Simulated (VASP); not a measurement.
Input of a VASP 6.6.1 run:

The input INCAR:

```
SYSTEM = Ba
PREC = Accurate
ENCUT = 600
EDIFF = 1E-6
ISMEAR = -1
SIGMA = 0.05
LREAL = .FALSE.
LASPH = .TRUE.
NELM = 100
ALGO = Normal
ISIF = 3
LWAVE = .FALSE.
LCHARG = .FALSE.
GGA = PE
IBRION = 2
NSW = 60
EDIFFG = -0.005
PSTRESS = 28.0
```

KPOINTS

```
Automatic mesh
0
G
  11 11 6
  0 0 0
```

Contents of POSCAR:

```
Ba
1.0
    4.1345755497      0.0000000000      0.0000000000
   -2.0672877748      3.5806474599      0.0000000000
    0.0000000000      0.0000000000      6.6980123905
Ba
2
Direct
    0.3333333333      0.6666666667      0.2500000000
    0.6666666667      0.3333333333      0.7500000000
```

Potentials or basis: VASP PAW PBE potentials, release 64 (Ba_sv).

Run with:

```sh
$ cat potpaw_PBE.64/Ba_sv/POTCAR > POTCAR
$ mpirun -np 1 vasp_std > vasp.out
```

(1) Estimate the relaxed cell.

(2) Estimate the band gap on the k mesh.

Answers

(1) a = 4.150 Å, b = 4.150 Å, c = 6.676 Å, α = 90.00°, β = 90.00°, γ = 120.00°.

(2) zero (bands 10 and 11 overlap by 0.57 eV).

Caveat: the cell is relaxed towards a set pressure, so the run minimises the enthalpy, not the energy; spin-orbit coupling is left out, which moves the levels of the heavy elements.
